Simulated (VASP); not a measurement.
Set up this calculation in VASP 6.6.1, as the native input.

```
Task                   : relaxation of the atoms
Functional             : PBE
Potentials or basis    : VASP PAW PBE potentials, release 64 (Si, Ni)
Cutoff                 : 520 eV
k mesh                 : 8 × 8 × 8
Occupations            : gaussian, width 0.1 eV
Spin                   : no spin polarisation
Dipole correction      : no
Further INCAR settings : ALGO = Normal; EDIFF = 1e-07; IBRION = 2; EDIFFG = -0.01; NSW = 50
```

The structure of SiNi lies in POSCAR:

```
SiNi
1.0
    4.6644656870      0.0000000000      0.0000000000
    0.0000000000      4.6644656870      0.0000000000
    0.0000000000      0.0000000000      4.6644656870
Si Ni
4 4
Direct
    0.6543366968      0.1543366968      0.3456633032
    0.1543366968      0.3456633032      0.6543366968
    0.3456633032      0.6543366968      0.1543366968
    0.8456633032      0.8456633032      0.8456633032
    0.3532314100      0.8532314100      0.6467685900
    0.8532314100      0.6467685900      0.3532314100
    0.6467685900      0.3532314100      0.8532314100
    0.1467685900      0.1467685900      0.1467685900
```

The input as run:

INCAR

```
ALGO = Normal ; EDIFF = 1E-7
EDIFFG = -0.01 ; ENCUT = 520
GGA = PE ; GGA_COMPAT = False
IBRION = 2 ; ISIF = 2
ISMEAR = 0 ; LASPH = True
LCHARG = False ; LREAL = False
LWAVE = False ; NELM = 120
NELMIN = 4 ; NSW = 50
PREC = Accurate ; SIGMA = 0.1
```

KPOINTS

```
k-points
0
Gamma
  8 8 8
```

Potentials or basis: VASP PAW PBE potentials, release 64 (Si, Ni).

Launch:

```sh
$ cat potpaw_PBE.64/Si/POTCAR potpaw_PBE.64/Ni/POTCAR > POTCAR
$ mpirun -np 1 vasp_std > vasp.out
```

It gave:

| Property | Result |
| --- | --- |
| Energy gained by relaxing | 0.2 meV/atom |
| Ionic steps | 6 |
| Pressure after relaxing | -13.3 GPa |
| Largest force after relaxing | 0.004 eV/Å |
| Band gap on the k mesh | zero (bands 28 and 29 overlap by 1.01 eV) |

Wall time 13 min on 1 thread of Oxide Virtual Turin-like Processor (shared host), peak memory 0.25 GiB.
